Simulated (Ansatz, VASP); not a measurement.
Two plane-wave programs on CdTe

File INCAR:

```
SYSTEM = CdTe
PREC = Accurate
ENCUT = 500
EDIFF = 1E-6
ISMEAR = 0
SIGMA = 0.01
LREAL = .False.
LASPH = .True.
NELM = 120
ALGO = Normal
ISIF = 2
LWAVE = .False.
LCHARG = .False.
GGA = PE
NBANDS = 16
GGA_COMPAT = .False.
```

The input KPOINTS:

```
regular mesh
0
Gamma
  10 10 10
  0 0 0
```

The input POSCAR:

```
CdTe
1.0
    0.0000000000      3.3096311677      3.3096311677
    3.3096311677      0.0000000000      3.3096311677
    3.3096311677      3.3096311677      0.0000000000
Cd Te
1 1
Direct
    0.0000000000      0.0000000000      0.0000000000
    0.7500000000      0.7500000000      0.7500000000
```

Input for Ansatz:

```yaml
crystal:
  lattice:
    - [0.0, 3.3096311677, 3.3096311677]
    - [3.3096311677, 0.0, 3.3096311677]
    - [3.3096311677, 3.3096311677, 0.0]
  atoms:
    - { symbol: Cd, position: [0.0, 0.0, 0.0] }
    - { symbol: Te, position: [0.75, 0.75, 0.75] }
basis:
  ecutwfc: 420
  xc_grid: 2
kpoints:
  mp_grid: { grid: [10, 10, 10] }
  band_path: { path: [VBM, CBM], npoints: 2 }
hamiltonian:
  xc: pbe
scf:
  occupations: { method: gaussian, width: 0.01 }
output:
  forces: true
  stress: true
  eigenvalues: true
```

Alike in both runs: task single point; functional PBE; k mesh 10 × 10 × 10; occupations gaussian, width 0.01 eV; no spin polarisation.

```csv
,VASP,Ansatz
version,VASP 6.6.1,Ansatz 0.2.0
potentials or method,"VASP PAW PBE potentials, release 64 (Cd, Te), cutoff 500 eV","scalar-relativistic, plane waves, PAW"
valence electrons in the cell,18,36
```

VASP gave:

| Item | Value |
| --- | --- |
| gap on the k mesh at the Fermi level (eV) | 0.58 |
| least direct gap on the mesh (eV) | 0.58 |
| pressure (GPa) | 0.1 |

Problem. Which values does Ansatz return?

Solution. gap on the k mesh at the Fermi level (eV): 0.58; least direct gap on the mesh (eV): 0.58; pressure (GPa): 0.0.

VASP's potentials hold 18 valence electrons a cell and Ansatz's 36, so a difference there can come from the potentials and not from the codes.

Neither program's run includes spin-orbit coupling.
